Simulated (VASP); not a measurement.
# MnH4 (Im-3m) in VASP: a series of runs, part 3 of 4

VASP 6.6.1. Earlier steps stand in the parts before.

## 4. Relaxation of cell and atoms, PBE, collinear spin, ferromagnetic start

This run uses another cell than the first one, of 8.41 Å³/atom.

File INCAR:

```
PREC = Accurate
ENCUT = 600
EDIFF = 1E-6
ISMEAR = 0
SIGMA = 0.1
LREAL = False
LASPH = True
NELM = 150
ALGO = Normal
ISIF = 3
LWAVE = False
LCHARG = False
ISPIN = 2
MAGMOM = 4 0 0 0 0
LORBIT = 11
LMAXMIX = 4
GGA = PE
IBRION = 2
NSW = 90
EDIFFG = -0.04
```

File KPOINTS:

```
Automatic mesh
0
Gamma
  6 6 6
```

File POSCAR:

```
MnH4
1.0
   -2.1907396600      2.1907396600      2.1907396600
    2.1907396600     -2.1907396600      2.1907396600
    2.1907396600      2.1907396600     -2.1907396600
Mn H
1 4
Direct
    0.0000000000      0.0000000000      0.0000000000
    0.0000000000      0.0000000000      0.5000000000
    0.5000000000      0.0000000000      0.0000000000
    0.5000000000      0.5000000000      0.5000000000
    0.0000000000      0.5000000000      0.0000000000
```

Potentials or basis: VASP PAW PBE potentials, release 64 (Mn_pv, H).

On the command line:

```bash
$ cat potpaw_PBE.64/Mn_pv/POTCAR potpaw_PBE.64/H/POTCAR > POTCAR
$ mpirun -np 1 vasp_std > vasp.out
```

OUTCAR:

```text
PREC = Accurate
   ENCUT = 600
   EDIFF = 1E-6
   ISMEAR = 0
   LREAL = False
   LASPH = True
   NELM = 150
   ISIF = 3
   ISPIN = 2
   LORBIT = 11
   GGA = PE
   IBRION = 2
   NSW = 90
   EDIFFG = -0.04

 ion  position               nearest neighbor table
   1  0.000  0.000  0.000-   2 1.90   3 1.90   4 1.90   5 1.90   2 1.90   5 1.90   3 1.90   4 1.90

   2  0.000  0.000  0.500-   1 1.90   1 1.90
   3  0.500  0.000  0.000-   1 1.90   1 1.90
   4  0.500  0.500  0.500-   1 1.90   1 1.90
   5  0.000  0.500  0.000-   1 1.90   1 1.90

  LATTYP: Found a body centered cubic cell.
 ALAT       =     4.3814793200

  Lattice vectors:

 A1 = (  -2.1907396600,   2.1907396600,   2.1907396600)
 A2 = (   2.1907396600,  -2.1907396600,   2.1907396600)
 A3 = (   2.1907396600,   2.1907396600,  -2.1907396600)

Analysis of symmetry for initial positions (statically):
=====================================================================
 Subroutine PRICEL returns:
 Original cell was already a primitive cell.

 Routine SETGRP: Setting up the symmetry group for a
 body centered cubic supercell.

 Subroutine GETGRP returns: Found 48 space group operations
 (whereof 48 operations were pure point group operations)
 out of a pool of 48 trial point group operations.

The static configuration has the point symmetry O_h .

Analysis of symmetry for dynamics (positions and initial velocities):
=====================================================================
 Subroutine PRICEL returns:
 Original cell was already a primitive cell.

 Routine SETGRP: Setting up the symmetry group for a
 body centered cubic supercell.

 Subroutine GETGRP returns: Found 48 space group operations
 (whereof 48 operations were pure point group operations)
 out of a pool of 48 trial point group operations.

The dynamic configuration has the point symmetry O_h .

Analysis of structural, dynamic, and magnetic symmetry:
=====================================================================
 Subroutine PRICEL returns:
 Original cell was already a primitive cell.

 Routine SETGRP: Setting up the symmetry group for a
 body centered cubic supercell.

 Subroutine GETGRP returns: Found 48 space group operations
 (whereof 48 operations were pure point group operations)
 out of a pool of 48 trial point group operations.

The overall configuration has the point symmetry O_h .

 Subroutine INISYM returns: Found 48 space group operations
 (whereof 48 operations are pure point group operations),
 and found     1 'primitive' translations

----------------------------------------------------------------------------------------

                                     Primitive cell

  volume of cell :      42.0564

  direct lattice vectors                    reciprocal lattice vectors
    -2.190739660  2.190739660  2.190739660     0.000000000  0.228233418  0.228233418
     2.190739660 -2.190739660  2.190739660     0.228233418  0.000000000  0.228233418
[... 42 lines left out ...]
 ===========================================

 Found     16 irreducible k-points:

 Following reciprocal coordinates:
            Coordinates               Weight
  0.000000  0.000000  0.000000      1.000000
  0.166667  0.000000  0.000000     12.000000
  0.333333  0.000000  0.000000     12.000000
  0.500000  0.000000  0.000000      6.000000
  0.166667  0.166667  0.000000     24.000000
  0.333333  0.166667 -0.000000     48.000000
[... 8 lines left out ...]
  0.500000  0.500000  0.333333     12.000000
  0.500000  0.500000  0.500000      1.000000
   k-points           NKPTS =     16   k-points in BZ     NKDIM =     16   number of bands    NBANDS=     14
   number of dos      NEDOS =    301   number of ions     NIONS =      5
   total plane-waves  NPLWV =  27000
   dimension x,y,z NGX =    30 NGY =   30 NGZ =   30
   dimension x,y,z NGXF=    60 NGYF=   60 NGZF=   60
   ions per type =               1   4
   NGX,Y,Z   is equivalent  to a cutoff of  13.14, 13.14, 13.14 a.u.
   NGXF,Y,Z  is equivalent  to a cutoff of  26.29, 26.29, 26.29 a.u.
 SYSTEM =  unknown system
   PREC   = accura    normal or accurate (medium, high low for compatibility)
   ISTART =      0    job   : 0-new  1-cont  2-samecut
   ICHARG =      2    charge: 1-file 2-atom 10-const
   ISPIN  =      2    spin polarized calculation?
   LNONCOLLINEAR =      F non collinear calculations
   LSORBIT =      F    spin-orbit coupling
   LASPH  =      T    aspherical Exc in radial PAW
   ENCUT  =  600.0 eV  44.10 Ry    6.64 a.u.   7.58  7.58  7.58*2*pi/ulx,y,z
   NELM   =    150;   NELMIN=  2; NELMDL= -5     # of ELM steps
   EDIFF  = 0.1E-05   stopping-criterion for ELM
   LREAL  =      F    real-space projection
   EDIFFG = -.4E-01   stopping-criterion for IOM
   NSW    =     90    number of steps for IOM
   IBRION =      2    ionic relax: 0-MD 1-quasi-New 2-CG
   NFREE  =      1    steps in history (QN), initial steepest desc. (CG)
   ISIF   =      3    stress and relaxation
   ISYM   =      2    0-nonsym 1-usesym 2-fastsym
   POTIM  = 0.5000    time-step for ionic-motion
   TEBEG  =    0.0;   TEEND  =   0.0 temperature during run
   PSTRESS=    0.0 pullay stress
   NELECT =      17.0000    total number of electrons
   NUPDOWN=      -1.0000    fix difference up-down
   EMIN   =  10.00;   EMAX   =-10.00  energy-range for DOS
   EFERMI =   0.00;   METHOD = LEGACY
   ISMEAR =     0;   SIGMA  =   0.10  broadening in eV -4-tet -1-fermi 0-gaus
   EFERMI_NEDOS =   21; number of points for ismear=-14 and -15
   IALGO  =     38    algorithm
   IMIX   =      4    mixing-type and parameters
     AMIX     =   0.40;   BMIX     =  1.00
     AMIX_MAG =   1.60;   BMIX_MAG =  1.00
  volume/ion in A,a.u.               =       8.41        56.76
  Fermi-wavevector in a.u.,A,eV,Ry     =   1.210451  2.287420 19.935126  1.465190
  Thomas-Fermi vector in A             =   2.345997
   LORBIT       =     11    0 simple, 1 ext, 2 COOP (PROOUT), +10 PAW based schemes
   GGA     = PE    functional components
   LHFCALC =     F    Hartree Fock is set to
   AEXX    =    0.0000 exact exchange contribution
   IVDW    =     0    specifies the selected vdW correction
   LEPSILON=     F    determine dielectric tensor
   LRPA    =     F    only Hartree local field effects (RPA)
 conjugate gradient relaxation of ions
 spin polarized calculation
 Gauss-broadening in eV      SIGMA  =   0.10
  energy-cutoff  :      600.00
  volume of cell :       42.06
 maximum number of plane-waves:      1433
   NGX = 15   NGY = 15   NGZ = 15

--------------------------------------- Ionic step        1  -------------------------------------------

 number of electron      17.0000001 magnetization       3.1459931

 Free energy of the ion-electron system (eV)
  ---------------------------------------------------
  ext. energy  EPLUGINS =         0.00000000
  ---------------------------------------------------
  free energy    TOTEN  =       -20.00869408 eV

  energy without entropy =      -20.00088549  energy(sigma->0) =      -20.00478978

------------------------ aborting loop because EDIFF is reached ----------------------------------------

  FORCE on cell =-STRESS in cart. coord.  units (eV):
  Direction    XX          YY          ZZ          XY          YZ          ZX
  --------------------------------------------------------------------------------------
  -------------------------------------------------------------------------------------
  Total       -3.6714212     -3.6714212     -3.6714212      0.0000000      0.0000000     -0.0000000
  in kB     -139.8661075   -139.8661075   -139.8661075      0.0000000      0.0000000     -0.0000000
  external PRESSURE =    -139.8661075 kB  Pullay stress =       0.0000000 kB
[... 1255 lines left out ...]
--------------------------------------- Ionic step        5  -------------------------------------------

 number of electron      17.0000011 magnetization      -2.8932608

 Free energy of the ion-electron system (eV)
  ---------------------------------------------------
  ext. energy  EPLUGINS =         0.00000000
  ---------------------------------------------------
  free energy    TOTEN  =       -20.53695532 eV

  energy without entropy =      -20.53390209  energy(sigma->0) =      -20.53542870

 E-fermi :   2.7726     XC(G=0): -10.3040

 val. band max:        2.7250345095   @ k =   0.5000   0.0000   0.0000
 cond. band min:       2.7802734854   @ k =   0.5000   0.5000   0.3333
 fundamental gap:      0.0552389759
 Fermi energy:         2.7725986716
[... 579 lines left out ...]
  FREE ENERGIE OF THE ION-ELECTRON SYSTEM (eV)
  ---------------------------------------------------
  free  energy   TOTEN  =       -20.5369553182 eV

  energy  without entropy=      -20.5339020896  energy(sigma->0) =      -20.53542870

 reached required accuracy - stopping structural energy minimisation

 total charge

# of ion       s       p       d       tot
------------------------------------------
    1        0.349   6.338   5.000  11.687
    2        0.526   0.013   0.000   0.539
    3        0.526   0.013   0.000   0.539
    4        0.526   0.013   0.000   0.539
    5        0.526   0.013   0.000   0.539
--------------------------------------------------
tot          2.455   6.390   5.000  13.845

 magnetization (x)

# of ion       s       p       d       tot
------------------------------------------
    1       -0.041  -0.016  -2.957  -3.014
    2        0.048  -0.004   0.000   0.043
    3        0.048  -0.004   0.000   0.043
    4        0.048  -0.004   0.000   0.043
    5        0.048  -0.004   0.000   0.043
--------------------------------------------------
tot          0.149  -0.034  -2.957  -2.841
```

OSZICAR:

```text
N       E                     dE             d eps       ncg     rms          rms(c)
DAV:   1     0.111255748796E+03    0.11126E+03   -0.10368E+04   904   0.130E+03
[... 68 lines left out ...]
DAV:  10    -0.205365720999E+02   -0.85160E-03   -0.52055E-04   990   0.271E-01    0.227E-01
DAV:  11    -0.205366809791E+02   -0.10888E-03   -0.87013E-04   932   0.307E-01    0.201E-01
DAV:  12    -0.205369226981E+02   -0.24172E-03   -0.98831E-05   926   0.122E-01    0.742E-02
DAV:  13    -0.205369371770E+02   -0.14479E-04   -0.72981E-06   986   0.264E-02    0.519E-02
DAV:  14    -0.205369491764E+02   -0.11999E-04   -0.28794E-06   890   0.192E-02    0.301E-02
DAV:  15    -0.205369552850E+02   -0.61086E-05   -0.39540E-06   944   0.191E-02    0.455E-03
DAV:  16    -0.205369553182E+02   -0.33180E-07   -0.38593E-07   460   0.720E-03
   5 F= -.20536955E+02 E0= -.20535429E+02  d E =-.528261E+00  mag=    -2.8936
```

Wall time 3.4 min (1 thread of Oxide Virtual Turin-like, shared host); peak memory 0.17 GiB.

What came out:

- Free energy: -20.5370 eV
- Relaxed volume: 6.46 Å³/atom
- Relaxed cell: a = 3.474 Å, b = 3.474 Å, c = 3.474 Å, α = 109.47°, β = 109.47°, γ = 109.47°
- Space group after relaxing (to 0.1 Å): Im-3m (No. 229)
- Energy gained by relaxing: 105.7 meV/atom
- Ionic steps: 5
- Pressure after relaxing: -0.4 GPa
- Net moment: -2.89 μB per cell
- Site moments: Mn -3.01; H +0.04 μB
- Valence electrons inside the program's atomic spheres: Mn 11.69; H 0.54

Step by step:
| step | energy change (eV) | largest force (eV/Å) | pressure (GPa) | volume (Å³) |
| --- | --- | --- | --- | --- |
| 1 | 0.0000 | 0.0000 | -13.99 | 42.06 |
| 2 | -0.3261 | 0.0000 | -9.80 | 37.74 |
| 3 | -0.5068 | 0.0000 | -4.12 | 33.75 |
| 4 | -0.1853 | 0.0000 | 21.78 | 26.63 |
| 5 | -0.5283 | 0.0000 | -0.44 | 32.28 |

Final structure:
```xyz
5
Lattice="-2.0059 2.0059 2.0059 2.0059 -2.0059 2.0059 2.0059 2.0059 -2.0059" Properties=species:S:1:pos:R:3 pbc="T T T"
Mn    0.0000    0.0000    0.0000
H     1.0029    1.0029   -1.0029
H    -1.0029    1.0029    1.0029
H     1.0029    1.0029    1.0029
H     1.0029   -1.0029    1.0029
```

Levels at points of the mesh, in eV from the Fermi level:
Spin up:
```csv
k point,band 4,band 5,band 6,band 7,band 8,band 9,band 10,band 11
"(0.00, 0.00, 0.00)",-9.83,-3.17,-3.17,-3.17,1.14,1.14,6.89,6.89
"(0.50, 0.00, 0.00)",-6.37,-5.48,-3.80,-0.15,0.51,0.76,1.12,1.17
"(0.50, 0.50, 0.50)",-3.69,-3.69,-3.69,-0.70,-0.70,0.39,0.39,0.39
```
Spin down:
| k point | band 8 | band 9 | band 10 | band 11 | band 12 | band 13 |
| --- | --- | --- | --- | --- | --- | --- |
| (0.00, 0.00, 0.00) | -2.38 | -2.38 | 5.82 | 5.82 | 5.82 | 10.59 |
| (0.50, 0.00, 0.00) | -2.39 | -1.97 | -1.07 | -0.05 | 4.98 | 7.78 |
| (0.50, 0.50, 0.50) | -3.37 | -2.06 | -2.06 | -2.06 | 3.51 | 5.44 |

Caveat: the volume moved by over 15 % at a fixed basis, so the end points are rough.

(Continued in part 4 of 4.)
